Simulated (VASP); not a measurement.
Write the native input for VASP 6.6.1 that does the following.

```yaml
Task: single point
Functional: PBE
Dispersion: D3(BJ)
Potentials_or_basis: VASP PAW PBE potentials, release 64 (Mn_pv, S)
Cutoff: 520 eV
k_mesh: 14 × 14 × 14
Occupations: gaussian, width 0.1 eV
Spin: collinear spin, ferromagnetic start
Starting_moments: "[4.42, 0.14] μB"
Dipole_correction: no
Further_INCAR_settings: ALGO = Normal; EDIFF = 1e-06; NBANDS = 20
```

The structure of MnS lies in POSCAR:

```
MnS
1.0
    0.0000000000      2.5104238985      2.5104238985
    2.5104238985      0.0000000000      2.5104238985
    2.5104238985      2.5104238985      0.0000000000
Mn S
1 1
Direct
    0.0000000000      0.0000000000      0.0000000000
    0.5000000000      0.5000000000      0.5000000000
```

The input as run:

INCAR

```
SYSTEM = MnS
PREC = Accurate ; ENCUT = 520
EDIFF = 1E-6 ; ISMEAR = 0
SIGMA = 0.1 ; LREAL = .False.
LASPH = .True. ; NELM = 150
ALGO = Normal ; ISIF = 2
LWAVE = .False. ; LCHARG = .True.
ISPIN = 2 ; MAGMOM = 4.42 0.14
LORBIT = 11 ; LMAXMIX = 4
GGA = PE ; IVDW = 12
LELF = .True. ; LVHAR = .True.
NBANDS = 20
```

KPOINTS

```
Automatic mesh
0
Gamma
  14 14 14
  0 0 0
```

Potentials or basis: VASP PAW PBE potentials, release 64 (Mn_pv, S).

Launch:

```bash
$ cat potpaw_PBE.64/Mn_pv/POTCAR potpaw_PBE.64/S/POTCAR > POTCAR
$ mpirun -np 1 vasp_std > vasp.out
```

It gave:

The pressure is 0.1 GPa. The net moment is 4.38 μB per cell and the site moments are Mn +4.01; S +0.08 μB. The valence electrons inside the program's atomic spheres are Mn 11.42; S 3.75 and the dispersion energy per atom is -0.457 eV.

Caveat: a cell with one magnetic atom can't hold antiferromagnetic order, which such compounds often take.

It took 3.3 min on 1 thread of Intel(R) Xeon(R) Platinum 8259CL CPU @ 2.50GHz (Skylake/Cascade Lake), on a shared host, peak memory 0.25 GiB.
